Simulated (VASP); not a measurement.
# BN in VASP: notebook

Aim: see how the results for BN move with the level of theory and the settings. Levels: PBE, r2SCAN. Tasks: single point.

Program: VASP 6.6.1. These are calculated values, not measurements. Logs are shortened: lines on timing, memory, paths and dates and some standing lists are left out, and cuts for length are marked.

### Step 1. The cell of the first run

The structure is tetragonal, space group I-4m2 (No. 119). Conventional cell: a = 2.624 Å, b = 2.624 Å, c = 3.566 Å, α = 90.00°, β = 90.00°, γ = 90.00°. B (site symmetry -4m2) has 4 N at 1.59 Å within 2.1 Å. N (site symmetry -4m2) has 4 B at 1.59 Å within 2.1 Å.

### Step 2. Single point, PBE (epitaxial xy strain +2.8%)

The input, INCAR:

```
SYSTEM = BN
ALGO = Normal
EDIFF = 1E-6
ENCUT = 520
GGA = PE
ISIF = 2
ISMEAR = -1
LASPH = .TRUE.
LCHARG = .FALSE.
LREAL = .FALSE.
LWAVE = .FALSE.
NBANDS = 11
NELM = 100
PREC = Accurate
SIGMA = 0.02
```

The input, KPOINTS:

```
k-points
0
G
  12 12 12
  0 0 0
```

The input, POSCAR:

```
BN
1.0
    0.0000000000      1.8551800797      1.7830556929
    1.8551800797      0.0000000000      1.7830556929
    1.8551800797      1.8551800797      0.0000000000
B N
1 1
Direct
    0.0000000000      0.0000000000      0.0000000000
    0.2500000000      0.2500000000      0.2500000000
```

Potentials or basis: VASP PAW PBE potentials, release 64 (B, N).

The run is started by

```
$ cat potpaw_PBE.64/B/POTCAR potpaw_PBE.64/N/POTCAR > POTCAR
$ mpirun -np 1 vasp_std > vasp.out
```

OUTCAR:

```text
SYSTEM = BN
   EDIFF = 1E-6
   ENCUT = 520
   GGA = PE
   ISIF = 2
   ISMEAR = -1
   LASPH = .TRUE.
   LREAL = .FALSE.
   NELM = 100
   PREC = Accurate

 ion  position               nearest neighbor table
   1  0.000  0.000  0.000-   2 1.59   2 1.59   2 1.59   2 1.59
   2  0.250  0.250  0.250-   1 1.59   1 1.59   1 1.59   1 1.59

  LATTYP: Found a body centered tetragonal cell.
 ALAT       =     2.6236208294
 C/A-ratio  =     1.3592327618

  Lattice vectors:

 A1 = (   0.0000000000,  -1.8551800797,  -1.7830556929)
 A2 = (   0.0000000000,   1.8551800797,  -1.7830556929)
 A3 = (   1.8551800797,   0.0000000000,   1.7830556929)

Analysis of symmetry for initial positions (statically):
=====================================================================
 Subroutine PRICEL returns:
 Original cell was already a primitive cell.

 Routine SETGRP: Setting up the symmetry group for a
 body centered tetragonal supercell.

 Subroutine GETGRP returns: Found  8 space group operations
 (whereof  8 operations were pure point group operations)
 out of a pool of 16 trial point group operations.

The static configuration has the point symmetry D_2d.

Analysis of symmetry for dynamics (positions and initial velocities):
=====================================================================
 Subroutine PRICEL returns:
 Original cell was already a primitive cell.

 Routine SETGRP: Setting up the symmetry group for a
 body centered tetragonal supercell.

 Subroutine GETGRP returns: Found  8 space group operations
 (whereof  8 operations were pure point group operations)
 out of a pool of 16 trial point group operations.

The dynamic configuration has the point symmetry D_2d.

 Subroutine INISYM returns: Found  8 space group operations
 (whereof  8 operations are pure point group operations),
 and found     1 'primitive' translations

----------------------------------------------------------------------------------------

                                     Primitive cell

  volume of cell :      12.2735

  direct lattice vectors                    reciprocal lattice vectors
     0.000000000  1.855180080  1.783055693    -0.269515615  0.269515615  0.280417489
     1.855180080  0.000000000  1.783055693     0.269515615 -0.269515615  0.280417489
     1.855180080  1.855180080  0.000000000     0.269515615  0.269515615 -0.280417489

  length of vectors
     2.573126645  2.573126645  2.623620829     0.473192668  0.473192668  0.473192668

  position of ions in fractional coordinates (direct lattice)
     0.000000000  0.000000000  0.000000000
[... 80 lines left out ...]
   EDIFFG = 0.1E-04   stopping-criterion for IOM
   NSW    =      0    number of steps for IOM
   IBRION =     -1    ionic relax: 0-MD 1-quasi-New 2-CG
   NFREE  =      0    steps in history (QN), initial steepest desc. (CG)
   ISIF   =      2    stress and relaxation
   ISYM   =      2    0-nonsym 1-usesym 2-fastsym
   POTIM  = 0.5000    time-step for ionic-motion
   TEBEG  =    0.0;   TEEND  =   0.0 temperature during run
   PSTRESS=    0.0 pullay stress
   NELECT =       8.0000    total number of electrons
   NUPDOWN=      -1.0000    fix difference up-down
   EMIN   =  10.00;   EMAX   =-10.00  energy-range for DOS
   EFERMI =   0.00;   METHOD = LEGACY
   ISMEAR =    -1;   SIGMA  =   0.02  broadening in eV -4-tet -1-fermi 0-gaus
   EFERMI_NEDOS =   21; number of points for ismear=-14 and -15
   IALGO  =     38    algorithm
   IMIX   =      4    mixing-type and parameters
     AMIX     =   0.40;   BMIX     =  1.00
     AMIX_MAG =   1.60;   BMIX_MAG =  1.00
  volume/ion in A,a.u.               =       6.14        41.41
  Fermi-wavevector in a.u.,A,eV,Ry     =   1.419436  2.682345 27.412998  2.014799
  Thomas-Fermi vector in A             =   2.540457
   LORBIT       =      0    0 simple, 1 ext, 2 COOP (PROOUT), +10 PAW based schemes
   GGA     = PE    functional components
   LHFCALC =     F    Hartree Fock is set to
   AEXX    =    0.0000 exact exchange contribution
   IVDW    =     0    specifies the selected vdW correction
   LEPSILON=     F    determine dielectric tensor
   LRPA    =     F    only Hartree local field effects (RPA)
 non-spin polarized calculation
  energy-cutoff  :      520.00
  volume of cell :       12.27
 maximum number of plane-waves:       342
   NGX =  9   NGY =  9   NGZ =  9

 number of electron       8.0000001 magnetization

 Free energy of the ion-electron system (eV)
  ---------------------------------------------------
  ext. energy  EPLUGINS =         0.00000000
  ---------------------------------------------------
  free energy    TOTEN  =       -17.41654576 eV

  energy without entropy =      -17.41654576  energy(sigma->0) =      -17.41654576

 E-fermi :   7.6849     XC(G=0): -12.6351

 val. band max:        7.1779719526   @ k =   0.0000   0.0000   0.0000
 cond. band min:      10.9358672736   @ k =   0.5000   0.5000   0.0000
 fundamental gap:      3.7578953210
 Fermi energy:         7.6849383164

 k-point     1 :       0.0000    0.0000    0.0000
  band No.  band energies     occupation
      1     -12.8599      2.00000
      2       6.8204      2.00000
      3       6.8204      2.00000
      4       7.1780      2.00000
      5      15.4045      0.00000
      6      15.6826      0.00000
      7      15.6826      0.00000
      8      16.6597      0.00000
      9      30.9860      0.00000
     10      33.2651      0.00000
     11      34.1925      0.00000
[... 309 lines left out ...]
 k-point    24 :      -0.4167    0.1667    0.0000
  band No.  band energies     occupation
      1      -8.4761      2.00000
      2      -2.6770      2.00000
      3       3.2723      2.00000
      4       4.1585      2.00000
      5      15.5729      0.00000
      6      18.7863      0.00000
      7      18.9803      0.00000
      8      22.1516      0.00000
      9      27.2632      0.00000
     10      31.7755      0.00000
     11      32.8577      0.00000

 [... further k-points ...]
[... 5 lines left out ...]
  --------------------------------------------------------------------------------------
  -------------------------------------------------------------------------------------
  Total       -1.3765724     -1.3765724      0.3279098      0.0000000      0.0000000      0.0000000
  in kB     -179.6977366   -179.6977366     42.8053361      0.0000000      0.0000000      0.0000000
  external PRESSURE =    -105.5300457 kB  Pullay stress =       0.0000000 kB

 VOLUME and BASIS-vectors are now :
 -----------------------------------------------------------------------------
  energy-cutoff  :      520.00
  volume of cell :       12.27
      direct lattice vectors                 reciprocal lattice vectors
     0.000000000  1.855180080  1.783055693    -0.269515615  0.269515615  0.280417489
     1.855180080  0.000000000  1.783055693     0.269515615 -0.269515615  0.280417489
     1.855180080  1.855180080  0.000000000     0.269515615  0.269515615 -0.280417489

 POSITION                                       TOTAL-FORCE (eV/Angst)
 -----------------------------------------------------------------------------------
      0.00000      0.00000      0.00000        -0.000000     -0.000000     -0.000000
      0.92759      0.92759      0.89153         0.000000      0.000000      0.000000
 -----------------------------------------------------------------------------------
    total drift:                                0.000001      0.000001     -0.000002

  FREE ENERGIE OF THE ION-ELECTRON SYSTEM (eV)
  ---------------------------------------------------
  free  energy   TOTEN  =       -17.4165457623 eV

  energy  without entropy=      -17.4165457623  energy(sigma->0) =      -17.41654576
```

OSZICAR:

```text
N       E                     dE             d eps       ncg     rms          rms(c)
DAV:   1     0.103221681490E+02    0.10322E+02   -0.48988E+03  3621   0.720E+02
DAV:   2    -0.177879220812E+02   -0.28110E+02   -0.27243E+02  4316   0.162E+02
DAV:   3    -0.183238390930E+02   -0.53592E+00   -0.53519E+00  4183   0.194E+01
DAV:   4    -0.183244834337E+02   -0.64434E-03   -0.64433E-03  3861   0.767E-01
DAV:   5    -0.183244840979E+02   -0.66427E-06   -0.66424E-06  4120   0.235E-02    0.649E+00
DAV:   6    -0.174892001948E+02    0.83528E+00   -0.30130E+00  3790   0.982E+00    0.313E+00
DAV:   7    -0.174293837514E+02    0.59816E-01   -0.88350E-02  3997   0.250E+00    0.187E+00
DAV:   8    -0.174163097079E+02    0.13074E-01   -0.33769E-02  3945   0.132E+00    0.172E-01
DAV:   9    -0.174164480319E+02   -0.13832E-03   -0.10466E-03  3784   0.256E-01    0.799E-02
DAV:  10    -0.174165400813E+02   -0.92049E-04   -0.12780E-04  3866   0.967E-02    0.146E-02
DAV:  11    -0.174165457450E+02   -0.56637E-05   -0.10297E-05  4138   0.261E-02    0.106E-02
DAV:  12    -0.174165457623E+02   -0.17306E-07   -0.17069E-06  2225   0.893E-03
   1 F= -.17416546E+02 E0= -.17416546E+02  d E =-.597903E-14
```

It took 15 s on 1 thread of AMD EPYC 7R13 (Zen 3), shared host; peak memory 0.1 GiB.

Results:

```yaml
Free_energy: -17.4165 eV
Pressure: -10.6 GPa
Band_gap_on_the_k_mesh: 3.76 eV, indirect (least direct gap 8.23 eV)
```

Levels at points of the mesh, in eV from the valence-band top:
| k point | band 1 | band 2 | band 3 | band 4 | band 5 | band 6 | band 7 | band 8 |
| --- | --- | --- | --- | --- | --- | --- | --- | --- |
| (0.00, 0.00, 0.00) | -20.04 | -0.36 | -0.36 | 0.00 | 8.23 | 8.50 | 8.50 | 9.48 |
| (0.50, 0.00, 0.00) | -16.00 | -10.58 | -2.39 | -1.82 | 9.09 | 10.05 | 10.77 | 14.63 |
| (0.50, 0.50, 0.00) | -14.40 | -8.53 | -5.29 | -5.29 | 3.76 | 8.17 | 17.15 | 17.15 |
| (0.50, 0.00, 0.50) | -14.83 | -9.09 | -4.78 | -4.77 | 4.41 | 9.09 | 16.73 | 17.28 |

Caveat: the cell differs from its parent crystal (epitaxial xy strain +2.8%). A k mesh can miss the band edges.

### Step 3. Single point, PBE (strain along [111] -5.9%)

The input, INCAR:

```
PREC = Accurate
ENCUT = 520
EDIFF = 1E-6
ISMEAR = -1
SIGMA = 0.02
LREAL = F
LASPH = T
NELM = 60
ALGO = Normal
ISIF = 2
LWAVE = F
LCHARG = F
GGA = PE
NBANDS = 11
```

The input, KPOINTS:

```
regular mesh
0
Gamma
  12 12 12
```

The input, POSCAR:

```
BN
1.0
   -0.0713507661      1.7334746836      1.7334746836
    1.7334746836     -0.0713507661      1.7334746836
    1.7334746836      1.7334746836     -0.0713507661
B N
1 1
Direct
   -0.0012203846     -0.0012203846     -0.0012203846
    0.2512203846      0.2512203846      0.2512203846
```

Potentials or basis: VASP PAW PBE potentials, release 64 (B, N).

The run is started by

```
$ cat potpaw_PBE.64/B/POTCAR potpaw_PBE.64/N/POTCAR > POTCAR
$ mpirun -np 1 vasp_std > vasp.out
```

It took 15 s on 1 thread of AMD EPYC 7R13 (Zen 3), shared host; peak memory 0.1 GiB.

It converged, with:

```yaml
Free_energy: -17.2799 eV
Pressure: 33.2 GPa
Largest_force: 0.092 eV/Å
Band_gap_on_the_k_mesh: 4.14 eV, indirect (least direct gap 8.37 eV)
```

Forces on the atoms (eV/Å):
```
B   -0.053 -0.053 -0.053
N    0.053  0.053  0.053
```

Stress tensor (GPa, compression positive):
```
33.17 21.42 21.42
21.42 33.17 21.42
21.42 21.42 33.17
```

Levels at points of the mesh, in eV from the valence-band top:
| k point | band 1 | band 2 | band 3 | band 4 | band 5 | band 6 | band 7 | band 8 | band 9 |
| --- | --- | --- | --- | --- | --- | --- | --- | --- | --- |
| (0.00, 0.00, 0.00) | -21.27 | -0.40 | -0.40 | 0.00 | 8.37 | 8.37 | 8.99 | 12.16 | 25.74 |
| (0.50, 0.00, 0.00) | -16.91 | -11.65 | -2.18 | -2.10 | 10.56 | 10.60 | 11.94 | 15.71 | 24.06 |
| (0.50, 0.50, 0.00) | -15.27 | -9.62 | -5.94 | -5.01 | 4.14 | 9.51 | 18.28 | 18.63 | 21.96 |
| (0.50, 0.50, 0.50) | -16.17 | -11.33 | -2.85 | -2.85 | 9.62 | 10.25 | 10.25 | 15.52 | 24.17 |

Caveat: the cell differs from its parent crystal (strain along [111] -5.9%). A k mesh can miss the band edges.

### Step 4. Single point, PBE (shear xy strain -4.1%)

The input, INCAR:

```
ALGO = Normal
EDIFF = 1E-6
ENCUT = 520
GGA = PE
ISIF = 2
ISMEAR = -1
LASPH = T
LCHARG = T
LELF = T
LREAL = F
LVHAR = T
LWAVE = F
NBANDS = 11
NELM = 100
PREC = Accurate
SIGMA = 0.02
```

The input, KPOINTS:

```
k-points
0
Gamma
  12 12 12
```

The input, POSCAR:

```
BN
1.0
   -0.0367281979      1.8048254497      1.8048254497
    1.8048254497     -0.0367281979      1.8048254497
    1.7680972518      1.7680972518      0.0000000000
B N
1 1
Direct
   -0.0001890164     -0.0001890164      0.0001890164
    0.2501890164      0.2501890164      0.2498109836
```

The run is started by

```
$ cat potpaw_PBE.64/B/POTCAR potpaw_PBE.64/N/POTCAR > POTCAR
$ mpirun -np 1 vasp_std > vasp.out
```

Run time: 27 s. Hardware: 1 thread of AMD EPYC 7R13 (Zen 3), shared host; peak memory 0.11 GiB.

It converged, with:

```
Free energy            : -17.4203 eV
Pressure               : 5.8 GPa
Largest force          : 0.054 eV/Å
Band gap on the k mesh : 4.27 eV, indirect (least direct gap 8.22 eV)
```

Forces on the atoms (eV/Å):
```
B    0.000  0.000 -0.054
N    0.000  0.000  0.054
```

Stress tensor (GPa, compression positive):
```
 6.04 18.74  0.00
18.74  6.04  0.00
 0.00  0.00  5.22
```

Levels at points of the mesh, in eV from the valence-band top:
```tsv
k point	band 2	band 3	band 4	band 5	band 6	band 7
(0.00, 0.00, 0.00)	-0.19	-0.12	0.00	8.22	8.40	9.29
(0.50, 0.00, 0.00)	-10.89	-1.89	-1.88	10.10	10.87	11.09
(0.50, 0.50, 0.00)	-9.05	-5.40	-4.63	4.27	9.30	17.86
(0.00, 0.00, 0.50)	-10.78	-2.23	-2.17	9.64	10.21	10.86
(0.50, 0.00, 0.50)	-9.05	-5.02	-5.01	4.37	9.16	17.72
```

Caveat: the cell differs from its parent crystal (shear xy strain -4.1%).

### Step 5. Single point, r2SCAN (strain along [111] -5.9%)

The input, POSCAR:

```
BN
1.0
   -0.0713507661      1.7334746836      1.7334746836
    1.7334746836     -0.0713507661      1.7334746836
    1.7334746836      1.7334746836     -0.0713507661
B N
1 1
Direct
   -0.0012203846     -0.0012203846     -0.0012203846
    0.2512203846      0.2512203846      0.2512203846
```

The input, INCAR.step1:

```
SYSTEM = BN
PREC     = Accurate       ! precision mode
ENCUT    = 520            ! plane-wave cutoff, eV
ISMEAR   = 0              ! smearing method
SIGMA    = 0.01           ! smearing width, eV
LREAL    = .False.        ! projectors in reciprocal space
LASPH    = .True.         ! aspherical terms in the spheres
NELM     = 60             ! most SCF steps
NBANDS   = 11             ! bands
GGA      = PE             ! functional
ALGO     = Normal         ! electronic algorithm
EDIFF    = 1E-4           ! SCF threshold, eV
LWAVE    = .True.         ! write WAVECAR
LCHARG   = .False.        ! write CHGCAR
```

The input, INCAR.step2:

```
SYSTEM = BN
PREC     = Accurate       ! precision mode
ENCUT    = 520            ! plane-wave cutoff, eV
EDIFF    = 1E-7           ! SCF threshold, eV
ISMEAR   = 0              ! smearing method
SIGMA    = 0.01           ! smearing width, eV
LREAL    = .False.        ! projectors in reciprocal space
LASPH    = .True.         ! aspherical terms in the spheres
NELM     = 60             ! most SCF steps
ALGO     = Normal         ! electronic algorithm
ISIF     = 2              ! what is computed and relaxed
LWAVE    = .False.        ! write WAVECAR
LCHARG   = .False.        ! write CHGCAR
METAGGA  = R2SCAN         ! meta-GGA
LMIXTAU  = .True.       
NBANDS   = 11             ! bands
ISTART   = 1
```

The input, KPOINTS:

```
regular mesh
0
Gamma
  12 12 12
  0 0 0
```

Potentials or basis: VASP PAW PBE potentials, release 64 (B, N).

The run is started by

```
$ cat potpaw_PBE.64/B/POTCAR potpaw_PBE.64/N/POTCAR > POTCAR
$ cp INCAR.step1 INCAR
$ mpirun -np 1 vasp_std > vasp.out
$ cp INCAR.step2 INCAR
$ mpirun -np 1 vasp_std > vasp.out
```

OUTCAR:

```text
SYSTEM = BN
   PREC = Accurate
   ENCUT = 520
   EDIFF = 1E-7
   ISMEAR = 0
   LREAL = .False.
   LASPH = .True.
   NELM = 60
   ISIF = 2
   METAGGA = R2SCAN
   ISTART = 1

 ion  position               nearest neighbor table
   1  0.999  0.999  0.999-   2 1.48   2 1.55   2 1.55   2 1.55
   2  0.251  0.251  0.251-   1 1.48   1 1.55   1 1.55   1 1.55

  LATTYP: Found a trigonal (rhomboedric) cell.
 ALAT       =     2.4525415163
 COS(alpha) =     0.4584511013

  Lattice vectors:

 A1 = (  -0.0713507661,   1.7334746836,   1.7334746836)
 A2 = (   1.7334746836,  -0.0713507661,   1.7334746836)
[... 513 lines left out ...]
      7      22.7527      0.00000
      8      25.4924      0.00000
      9      30.9302      0.00000
     10      35.9190      0.00000
     11      37.5162      0.00000

 [... further k-points ...]
[... 5 lines left out ...]
  --------------------------------------------------------------------------------------
  -------------------------------------------------------------------------------------
  Total        2.0426723      2.0426723      2.0426723      1.5176862      1.5176862      1.5176862
  in kB      295.8847108    295.8847108    295.8847108    219.8395388    219.8395388    219.8395388
  external PRESSURE =     295.8847108 kB  Pullay stress =       0.0000000 kB

 VOLUME and BASIS-vectors are now :
 -----------------------------------------------------------------------------
  energy-cutoff  :      520.00
  volume of cell :       11.06
      direct lattice vectors                 reciprocal lattice vectors
    -0.071350766  1.733474684  1.733474684    -0.271213839  0.282856362  0.282856362
     1.733474684 -0.071350766  1.733474684     0.282856362 -0.271213839  0.282856362
     1.733474684  1.733474684 -0.071350766     0.282856362  0.282856362 -0.271213839

 POSITION                                       TOTAL-FORCE (eV/Angst)
 -----------------------------------------------------------------------------------
      3.39145      3.39145      3.39145        -0.007402     -0.007402     -0.007402
      0.85304      0.85304      0.85304         0.007402      0.007402      0.007402
 -----------------------------------------------------------------------------------
    total drift:                                0.000166      0.000166      0.000166

  FREE ENERGIE OF THE ION-ELECTRON SYSTEM (eV)
  ---------------------------------------------------
  free  energy   TOTEN  =       -19.0159730044 eV

  energy  without entropy=      -19.0159730044  energy(sigma->0) =      -19.01597300
```

Wall time 63 s (1 thread of AMD EPYC 7R13 (Zen 3), shared host); peak memory 0.1 GiB.

Results:

```yaml
Free_energy: -19.0160 eV
Pressure: 29.6 GPa
Largest_force: 0.013 eV/Å
Band_gap_on_the_k_mesh: 4.66 eV, indirect (least direct gap 9.07 eV)
```

Forces in eV/Å, atoms in the order of the input:
```
B   -0.007 -0.007 -0.007
N    0.007  0.007  0.007
```

Caveat: the cell differs from its parent crystal (strain along [111] -5.9%); the PAW data sets were made with another functional, which shifts forces and pressure a little. A k mesh can miss the band edges.

### Step 6. Overview

```tsv
level	cell	smearing	gap on the mesh (eV)	pressure (GPa)	largest force (eV/Å)
PBE	a = 2.573, b = 2.573, c = 2.624 Å, angles 59.3, 59.3, 61.3°, 2 atoms	fermi-dirac 0.02 eV	3.76	-10.6	-
PBE	a = 2.453 Å, angles 62.7°, 2 atoms	fermi-dirac 0.02 eV	4.14	33.2	0.09
PBE	a = 2.553, b = 2.553, c = 2.500 Å, angles 60.7, 60.7, 61.3°, 2 atoms	fermi-dirac 0.02 eV	4.27	5.8	0.05
r2SCAN	a = 2.453 Å, angles 62.7°, 2 atoms	gaussian 0.01 eV	4.66	29.6	0.01
```

Alike in all rows: task single point; potentials or basis VASP PAW PBE potentials, release 64 (B, N); no spin polarisation; k mesh 12 × 12 × 12; cutoff (eV) 520.

Caveats: the PAW data sets were made with another functional, which shifts forces and pressure a little (some runs).

Absolute energies hang on the potentials; compare differences alone.
